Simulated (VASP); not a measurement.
Crystal: Zn.

```xyz
2
Lattice="2.6700 0.0000 0.0000 -1.3350 2.3123 0.0000 0.0000 0.0000 4.9660" Properties=species:S:1:pos:R:3 pbc="T T T"
Zn    0.0000    1.5415    1.2415
Zn    1.3350    0.7708    3.7245
```

```yaml
Program: VASP 6.6.1
Task: relaxation of cell and atoms
Functional: LDA
Potentials_or_basis: VASP PAW LDA potentials, release 64 (Zn)
Cutoff: 600 eV
k_mesh: 9 × 9 × 4
Occupations: gaussian, width 0.02 eV
Spin: no spin polarisation
```

At the start: pressure -9.0 GPa; volume 15.33 Å³/atom.

Where does the relaxation end?

Over 11 steps the energy falls by 62.4 meV/atom and the volume is 13.52 Å³/atom (-11.8 %); space group P6_3/mmc (No. 194, to 0.05 Å).

Step by step:
```
step  energy change (eV)  largest force (eV/Å)  pressure (GPa)  volume (Å³)
   1              0.0000                0.0000           -9.04        30.66
   2             -0.1050                0.0000            1.23        26.98
   3             -0.1069                0.0000            0.07        27.33
   4             -0.1069                0.0000           -0.21        27.39
   5             -0.1097                0.0000           -0.52        27.31
   6             -0.1228                0.0000            0.10        27.05
   7             -0.1169                0.0000            2.03        26.49
   8             -0.1224                0.0000            0.76        26.81
   9             -0.1246                0.0000            0.43        26.94
  10             -0.1244                0.0000           -0.63        27.17
  11             -0.1248                0.0000            0.08        27.03
```

Final structure:
```
CELL_PARAMETERS angstrom
2.59750 0.00000 0.00000
-1.29875 2.24950 0.00000
0.00000 0.00000 4.62607
ATOMIC_POSITIONS crystal
Zn 0.33333 0.66667 0.25000
Zn 0.66667 0.33333 0.75000
```

Caveat: the volume moved by -12 % from the deposited cell, more than functionals usually miss.
